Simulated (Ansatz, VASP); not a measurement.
## One calculation of MgS, two programs

The input INCAR:

```
PREC = Accurate ; ENCUT = 520
EDIFF = 1E-7 ; ISMEAR = 0
SIGMA = 0.01 ; LREAL = False
LASPH = True ; NELM = 60
ALGO = Normal ; ISIF = 2
LWAVE = False ; LCHARG = False
GGA = PE ; NBANDS = 11
```

File KPOINTS:

```
regular mesh
0
Gamma
  8 8 8
```

File POSCAR:

```
MgS
1.0
    0.0000000000      2.6660973292      2.6660973292
    2.6660973292      0.0000000000      2.6660973292
    2.6660973292      2.6660973292      0.0000000000
Mg S
1 1
Direct
    0.0000000000      0.0000000000      0.0000000000
    0.5000000000      0.5000000000      0.5000000000
```

Input for Ansatz:

```yaml
crystal:
  lattice:
    - [0.0, 2.6660973292, 2.6660973292]
    - [2.6660973292, 0.0, 2.6660973292]
    - [2.6660973292, 2.6660973292, 0.0]
  atoms:
    - { symbol: Mg, position: [0.0, 0.0, 0.0] }
    - { symbol: S, position: [0.5, 0.5, 0.5] }
kpoints:
  mp_grid: { grid: [8, 8, 8] }
hamiltonian:
  xc: pbe
scf:
  occupations: { method: fixed }
  n_extra_bands: 4
output:
  forces: true
  stress: true
  eigenvalues: true
```

Alike in both runs: task single point; functional PBE; k mesh 8 × 8 × 8; no spin polarisation.

|  | VASP | Ansatz |
| --- | --- | --- |
| version | VASP 6.6.1 | Ansatz 0.2.0 |
| potentials or method | VASP PAW PBE potentials, release 64 (Mg, S) | plane waves, PAW |
| plane-wave cutoff (eV) | 520 | 420 |
| occupations | gaussian, width 0.01 eV | fixed |
| valence electrons in the cell | 8 | 16 |

|  | VASP | Ansatz | Ansatz less VASP |
| --- | --- | --- | --- |
| gap on the k mesh at the Fermi level (eV) | 2.61 | 2.63 | +0.018 |
| pressure (GPa) | -4.1 | -3.8 | +0.27 |

VASP's potentials hold 8 valence electrons a cell and Ansatz's 16, so a difference there can come from the potentials and not from the codes.
